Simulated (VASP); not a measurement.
# TaN (Fm-3m) in VASP: settings compared, part 2 of 3

VASP 6.6.1.

## Step 4: Single point, PBE+D4

This run uses another cell than the first one, of 10.60 Å³/atom, 0.981 times its volume.

Contents of INCAR:

```
  PREC = Accurate
  ENCUT = 520
  EDIFF = 1E-7
  ISMEAR = -1
  SIGMA = 0.05
  LREAL = F
  LASPH = T
  NELM = 80
  ALGO = Normal
  ISIF = 2
  LWAVE = F
  LCHARG = T
  GGA = PE
  IVDW = 13
  LELF = T
  LVHAR = T
  NBANDS = 15
```

Contents of KPOINTS:

```
regular mesh
0
Gamma
  10 10 10
```

Contents of POSCAR:

```
TaN
1.0
    0.0000000000      2.1969229550      2.1969229550
    2.1969229550      0.0000000000      2.1969229550
    2.1969229550      2.1969229550      0.0000000000
Ta N
1 1
Direct
    0.5000000000      0.5000000000      0.5000000000
    0.0000000000      0.0000000000      0.0000000000
```

Potentials or basis: VASP PAW PBE potentials, release 64 (Ta_pv, N).

On the command line:

```sh
$ cat potpaw_PBE.64/Ta_pv/POTCAR potpaw_PBE.64/N/POTCAR > POTCAR
$ mpirun -np 1 vasp_std > vasp.out
```

OUTCAR:

```text
PREC = Accurate
   ENCUT = 520
   EDIFF = 1E-7
   ISMEAR = -1
   LREAL = F
   LASPH = T
   NELM = 80
   ISIF = 2
   GGA = PE
   IVDW = 13

 ion  position               nearest neighbor table
   1  0.500  0.500  0.500-   2 2.20   2 2.20   2 2.20   2 2.20   2 2.20   2 2.20
   2  0.000  0.000  0.000-   1 2.20   1 2.20   1 2.20   1 2.20   1 2.20   1 2.20

  LATTYP: Found a face centered cubic cell.
 ALAT       =     4.3938459100

  Lattice vectors:

 A1 = (   0.0000000000,   2.1969229550,   2.1969229550)
 A2 = (   2.1969229550,   0.0000000000,   2.1969229550)
 A3 = (   2.1969229550,   2.1969229550,   0.0000000000)

Analysis of symmetry for initial positions (statically):
=====================================================================
 Subroutine PRICEL returns:
 Original cell was already a primitive cell.

 Routine SETGRP: Setting up the symmetry group for a
 face centered cubic supercell.

 Subroutine GETGRP returns: Found 48 space group operations
 (whereof 48 operations were pure point group operations)
 out of a pool of 48 trial point group operations.

The static configuration has the point symmetry O_h .

Analysis of symmetry for dynamics (positions and initial velocities):
=====================================================================
 Subroutine PRICEL returns:
 Original cell was already a primitive cell.

 Routine SETGRP: Setting up the symmetry group for a
 face centered cubic supercell.

 Subroutine GETGRP returns: Found 48 space group operations
 (whereof 48 operations were pure point group operations)
 out of a pool of 48 trial point group operations.

The dynamic configuration has the point symmetry O_h .

 Subroutine INISYM returns: Found 48 space group operations
 (whereof 48 operations are pure point group operations),
 and found     1 'primitive' translations

----------------------------------------------------------------------------------------

                                     Primitive cell

  volume of cell :      21.2068

  direct lattice vectors                    reciprocal lattice vectors
     0.000000000  2.196922955  2.196922955    -0.227591049  0.227591049  0.227591049
     2.196922955  0.000000000  2.196922955     0.227591049 -0.227591049  0.227591049
     2.196922955  2.196922955  0.000000000     0.227591049  0.227591049 -0.227591049

  length of vectors
     3.106918238  3.106918238  3.106918238     0.394199260  0.394199260  0.394199260

  position of ions in fractional coordinates (direct lattice)
     0.500000000  0.500000000  0.500000000
     0.000000000  0.000000000  0.000000000

  ion indices of the primitive-cell ions
   primitive index   ion index
                 1           1
                 2           2

----------------------------------------------------------------------------------------

 KPOINTS: regular mesh

Automatic generation of k-mesh.
 Grid dimensions read from file:
 generate k-points for:   10   10   10

 Generating k-lattice:

  Cartesian coordinates                     Fractional coordinates (reciprocal lattice)
    -0.022759105  0.022759105  0.022759105     0.100000000  0.000000000  0.000000000
     0.022759105 -0.022759105  0.022759105     0.000000000  0.100000000  0.000000000
     0.022759105  0.022759105 -0.022759105     0.000000000  0.000000000  0.100000000
[... 40 lines left out ...]
   number of dos      NEDOS =    301   number of ions     NIONS =      2
   total plane-waves  NPLWV =  13824
   dimension x,y,z NGX =    24 NGY =   24 NGZ =   24
   dimension x,y,z NGXF=    48 NGYF=   48 NGZF=   48
   ions per type =               1   1
   NGX,Y,Z   is equivalent  to a cutoff of  12.84, 12.84, 12.84 a.u.
   NGXF,Y,Z  is equivalent  to a cutoff of  25.68, 25.68, 25.68 a.u.
 SYSTEM =  unknown system
   PREC   = accura    normal or accurate (medium, high low for compatibility)
   ISTART =      0    job   : 0-new  1-cont  2-samecut
   ICHARG =      2    charge: 1-file 2-atom 10-const
   ISPIN  =      1    spin polarized calculation?
   LNONCOLLINEAR =      F non collinear calculations
   LSORBIT =      F    spin-orbit coupling
   LASPH  =      T    aspherical Exc in radial PAW
   ENCUT  =  520.0 eV  38.22 Ry    6.18 a.u.   5.78  5.78  5.78*2*pi/ulx,y,z
   NELM   =     80;   NELMIN=  2; NELMDL= -5     # of ELM steps
   EDIFF  = 0.1E-06   stopping-criterion for ELM
   LREAL  =      F    real-space projection
   EDIFFG = 0.1E-05   stopping-criterion for IOM
   NSW    =      0    number of steps for IOM
   IBRION =     -1    ionic relax: 0-MD 1-quasi-New 2-CG
   NFREE  =      0    steps in history (QN), initial steepest desc. (CG)
   ISIF   =      2    stress and relaxation
   ISYM   =      2    0-nonsym 1-usesym 2-fastsym
   POTIM  = 0.5000    time-step for ionic-motion
   TEBEG  =    0.0;   TEEND  =   0.0 temperature during run
   PSTRESS=    0.0 pullay stress
   NELECT =      16.0000    total number of electrons
   NUPDOWN=      -1.0000    fix difference up-down
   EMIN   =  10.00;   EMAX   =-10.00  energy-range for DOS
   EFERMI =   0.00;   METHOD = LEGACY
   ISMEAR =    -1;   SIGMA  =   0.05  broadening in eV -4-tet -1-fermi 0-gaus
   EFERMI_NEDOS =   21; number of points for ismear=-14 and -15
   IALGO  =     38    algorithm
   IMIX   =      4    mixing-type and parameters
     AMIX     =   0.40;   BMIX     =  1.00
     AMIX_MAG =   1.60;   BMIX_MAG =  1.00
  volume/ion in A,a.u.               =      10.60        71.56
  Fermi-wavevector in a.u.,A,eV,Ry     =   1.490356  2.816364 30.220727  2.221161
  Thomas-Fermi vector in A             =   2.603148
   LORBIT       =      0    0 simple, 1 ext, 2 COOP (PROOUT), +10 PAW based schemes
   GGA     = PE    functional components
   LHFCALC =     F    Hartree Fock is set to
   AEXX    =    0.0000 exact exchange contribution
   IVDW    =    13    specifies the selected vdW correction
   LEPSILON=     F    determine dielectric tensor
   LRPA    =     F    only Hartree local field effects (RPA)
 non-spin polarized calculation
  energy-cutoff  :      520.00
  volume of cell :       21.21
 maximum number of plane-waves:       588
   NGX = 11   NGY = 11   NGZ = 11

 number of electron      16.0000002 magnetization

 Free energy of the ion-electron system (eV)
  ---------------------------------------------------
  ext. energy  EPLUGINS =         0.00000000
  ---------------------------------------------------
  free energy    TOTEN  =       -21.83466265 eV

  energy without entropy =      -21.82887150  energy(sigma->0) =      -21.83176708

 E-fermi :   9.6035     XC(G=0): -13.4532

 val. band max:        9.5073650549   @ k =  -0.2000   0.2000   0.0000
 cond. band min:       9.6360957105   @ k =   0.0000   0.0000   0.0000
 fundamental gap:      0.1287306556
 Fermi energy:         9.6034564282

 k-point     1 :       0.0000    0.0000    0.0000
  band No.  band energies     occupation
      1     -26.2080      2.00000
      2     -26.2080      2.00000
      3     -26.2080      2.00000
      4      -9.3012      2.00000
      5       5.7529      2.00000
      6       5.7529      2.00000
      7       5.7529      2.00000
      8       7.4590      2.00000
      9       7.4590      2.00000
     10       7.4590      2.00000
     11       9.6361      0.68472
     12       9.6361      0.68472
     13      11.1225      0.00000
     14      18.9824      0.00000
[... 401 lines left out ...]
      2     -26.4517      2.00000
      3     -26.4258      2.00000
      4      -7.7375      2.00000
      5       1.6168      2.00000
      6       3.6735      2.00000
      7       4.3647      2.00000
      8       5.6957      2.00000
      9      11.7575      0.00000
     10      12.5108      0.00000
     11      12.5910      0.00000
     12      13.4906      0.00000
     13      18.0052      0.00000
     14      20.2950      0.00000
     15      21.9411      0.00000

 [... further k-points ...]

------------------------ aborting loop because EDIFF is reached ----------------------------------------

  DFT-D4 for vdW energy calculation

  Edisp (eV):   -0.63950

  FORCE on cell =-STRESS in cart. coord.  units (eV):
  Direction    XX          YY          ZZ          XY          YZ          ZX
  --------------------------------------------------------------------------------------
  -------------------------------------------------------------------------------------
  Total       0.11223     0.11223     0.11223    -0.00000    -0.00000     0.00000
  in kB       8.47882     8.47882     8.47882    -0.00000    -0.00000     0.00000
  external pressure =        8.48 kB  Pullay stress =        0.00 kB

 VOLUME and BASIS-vectors are now :
 -----------------------------------------------------------------------------
  energy-cutoff  :      520.00
  volume of cell :       21.21
      direct lattice vectors                 reciprocal lattice vectors
     0.000000000  2.196922955  2.196922955    -0.227591049  0.227591049  0.227591049
     2.196922955  0.000000000  2.196922955     0.227591049 -0.227591049  0.227591049
     2.196922955  2.196922955  0.000000000     0.227591049  0.227591049 -0.227591049

 POSITION                                       TOTAL-FORCE (eV/Angst)
 -----------------------------------------------------------------------------------
      2.19692      2.19692      2.19692         0.000000      0.000000      0.000000
      0.00000      0.00000      0.00000         0.000000      0.000000      0.000000
 -----------------------------------------------------------------------------------
    total drift:                                0.000000     -0.000000     -0.000000

  FREE ENERGIE OF THE ION-ELECTRON SYSTEM (eV)
  ---------------------------------------------------
  free  energy   TOTEN  =       -22.4741602985 eV

  energy  without entropy=      -22.4683691437  energy(sigma->0) =      -22.47126472
```

Wall time 13 s (1 thread of Intel Xeon Platinum 8259CL at 2.50GHz (Skylake/Cascade Lake), shared host); peak memory 0.15 GiB.

Results:

| Quantity | Value |
| --- | --- |
| Free energy | -22.4742 eV |
| Pressure | 0.8 GPa |
| Band gap on the k mesh | zero (band 8 reaches 11.48 eV, above the bottom of band 9 at 7.46 eV) |
| Dispersion energy per atom | -0.320 eV |

Levels at points of the mesh, in eV from the Fermi level:
| k point | band 4 | band 5 | band 6 | band 7 | band 8 | band 9 | band 10 | band 11 | band 12 | band 13 |
| --- | --- | --- | --- | --- | --- | --- | --- | --- | --- | --- |
| (0.00, 0.00, 0.00) | -18.90 | -3.85 | -3.85 | -3.85 | -2.14 | -2.14 | -2.14 | 0.03 | 0.03 | 1.52 |
| (0.50, 0.00, 0.00) | -15.87 | -10.42 | -7.62 | -7.62 | 1.88 | 1.88 | 1.97 | 3.81 | 7.53 | 7.53 |
| (0.50, 0.50, 0.00) | -17.65 | -6.67 | -5.52 | -4.67 | -4.67 | 2.09 | 3.52 | 3.52 | 4.53 | 6.81 |

Caveat: spin-orbit coupling is left out, which moves the levels of the heavy elements; pairwise dispersion overbinds metals, which lowers pressure and volume.

(Continued in part 3 of 3.)
